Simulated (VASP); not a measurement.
**Cr: single point with b88 exchange, pbe correlation**

Crystal: Cr.

```
CELL_PARAMETERS angstrom
-1.42238 1.42238 1.42238
1.42238 -1.42238 1.42238
1.42238 1.42238 -1.42238
ATOMIC_POSITIONS crystal
Cr 0.00000 0.00000 0.00000
```

| Quantity | Value |
| --- | --- |
| Program | VASP 6.6.1 |
| Task | single point |
| Functional | b88 exchange, pbe correlation |
| Potentials or basis | VASP PAW PBE potentials, release 64 (Cr_pv) |
| Cutoff | 500 eV |
| k mesh | 12 × 12 × 12 |
| Occupations | fermi-dirac, width 0.05 eV |
| Spin | collinear spin, ferromagnetic start |
| Starting moments | [3.0] μB |
| Dipole correction | no |
| Further INCAR settings | ALGO = Normal; EDIFF = 1e-06; NBANDS = 16 |

```
Pressure                                              : -0.6 GPa
Band gap on the k mesh                                : zero (filled and empty bands overlap)
Net moment                                            : 0.00 μB per cell
Valence electrons inside the program's atomic spheres : Cr 11.07
```

Levels at points of the mesh, in eV from the Fermi level:
Spin up:
| k point | band 3 | band 4 | band 5 | band 6 | band 7 | band 8 | band 9 | band 10 |
| --- | --- | --- | --- | --- | --- | --- | --- | --- |
| (0.00, 0.00, 0.00) | -42.68 | -7.83 | -0.90 | -0.90 | -0.90 | 1.17 | 1.17 | 7.10 |
| (0.50, 0.00, 0.00) | -42.69 | -4.42 | -2.45 | 1.17 | 1.17 | 1.51 | 2.87 | 7.10 |
| (0.50, 0.50, 0.50) | -43.32 | -4.30 | -4.30 | 2.47 | 2.47 | 2.47 | 7.10 | 10.67 |
Spin down:
```csv
k point,band 2,band 3,band 4,band 5,band 6,band 7,band 8,band 9,band 10,band 11
"(0.00, 0.00, 0.00)",-42.68,-42.68,-7.83,-0.90,-0.90,-0.90,1.17,1.17,7.10,22.39
"(0.50, 0.00, 0.00)",-42.98,-42.69,-4.42,-2.45,1.17,1.17,1.51,2.87,7.10,9.99
"(0.50, 0.50, 0.50)",-43.32,-43.32,-4.30,-4.30,2.47,2.47,2.47,7.10,10.67,10.67
```

Wall time 24 s on 1 thread of Intel(R) Xeon(R) Platinum 8259CL CPU @ 2.50GHz (Skylake/Cascade Lake), on a shared host, peak memory 0.13 GiB.

Caveat: an empty level that is flat over the whole mesh can mark a ghost state of the potentials, or a narrow d or f band; the PAW data sets were made with another functional, which shifts forces and pressure a little.
